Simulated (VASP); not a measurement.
A run of VASP 6.6.1 is set up as follows.

File INCAR:

```
PREC = Accurate
ENCUT = 520
EDIFF = 1E-6
ISMEAR = 0
SIGMA = 0.1
LREAL = F
LASPH = T
NELM = 80
ALGO = Fast
ISIF = 2
LWAVE = F
LCHARG = F
GGA = PE
NBANDS = 18
```

Contents of KPOINTS:

```
regular mesh
0
Gamma
  16 16 16
```

File POSCAR:

```
Ta
1.0
    3.3190623908      0.0000000000      0.0000000000
    0.0000000000      3.3190623908      0.0000000000
    0.0000000000      0.0000000000      3.2526811430
Ta
2
Direct
    0.0000000000      0.0000000000      0.0000000000
    0.5000000000      0.5000000000      0.5000000000
```

Potentials or basis: VASP PAW PBE potentials, release 64 (Ta_pv).

Command:

```sh
$ cat potpaw_PBE.64/Ta_pv/POTCAR > POTCAR
$ mpirun -np 1 vasp_std > vasp.out
```

What does it give for the pressure?

4.3 GPa.

Estimate the band gap on the k mesh.

zero (band 11 reaches 7.19 eV, above the bottom of band 12 at 4.38 eV).

Stress tensor (GPa, compression positive):
```
3.62 0.00 0.00
0.00 3.62 0.00
0.00 0.00 5.75
```

Caveat: the cell differs from its parent crystal (strain along c alone, the other axes held: -2.0 %); spin-orbit coupling is left out, which moves the levels of the heavy elements.
